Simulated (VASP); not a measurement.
Set up this calculation in VASP 6.6.1, as the native input.

| Quantity | Value |
| --- | --- |
| Task | single point |
| Functional | r2SCAN |
| Potentials or basis | VASP PAW PBE potentials, release 64 (Ag) |
| Cutoff | 520 eV |
| k mesh | 10 × 10 × 10 |
| Occupations | fermi-dirac, width 0.1 eV |
| Spin | no spin polarisation |
| Dipole correction | no |
| Further INCAR settings | ALGO = Normal; EDIFF = 1e-06; NBANDS = 18 |

Crystal: Ag.

```
Ag
1.0
     0.00000    3.08743    3.08743
     3.08743    0.00000    3.08743
     3.08743    3.08743    0.00000
Ag
2
Direct
  0.12500 0.12500 0.12500
  0.87500 0.87500 0.87500
```

This isn't the form of Ag at room conditions, which is fcc.

The input as run:

POSCAR

```
Ag
1.0
    0.0000000000      3.0874291105      3.0874291105
    3.0874291105      0.0000000000      3.0874291105
    3.0874291105      3.0874291105      0.0000000000
Ag
2
Direct
    0.1250000000      0.1250000000      0.1250000000
    0.8750000000      0.8750000000      0.8750000000
```

INCAR.step1

```
ALGO = Normal
EDIFF = 1E-4
ENCUT = 520
GGA = PE
ISMEAR = -1
LASPH = True
LCHARG = False
LREAL = False
LWAVE = True
NBANDS = 18
NELM = 100
PREC = Accurate
SIGMA = 0.1
```

INCAR.step2

```
ALGO = Normal
EDIFF = 1E-6
ENCUT = 520
ISIF = 2
ISMEAR = -1
ISTART = 1
LASPH = True
LCHARG = False
LMIXTAU = True
LREAL = False
LWAVE = False
METAGGA = R2SCAN
NBANDS = 18
NELM = 100
PREC = Accurate
SIGMA = 0.1
```

KPOINTS

```
k-points
0
Gamma
  10 10 10
```

Potentials or basis: VASP PAW PBE potentials, release 64 (Ag).

Command:

```sh
$ cat potpaw_PBE.64/Ag/POTCAR > POTCAR
$ cp INCAR.step1 INCAR
$ mpirun -np 1 vasp_std > vasp.out
$ cp INCAR.step2 INCAR
$ mpirun -np 1 vasp_std > vasp.out
```

It gave:

```json
{
 "Pressure": "-1.3 GPa",
 "Band gap on the k mesh": "zero (bands 11 and 12 overlap by 1.04 eV)"
}
```

Caveat: the PAW data sets were made with another functional, which shifts forces and pressure a little.

Wall time 95 s on 1 thread of Intel(R) Xeon(R) 6975P-C (Granite Rapids), with other jobs on the host, peak memory 0.21 GiB.
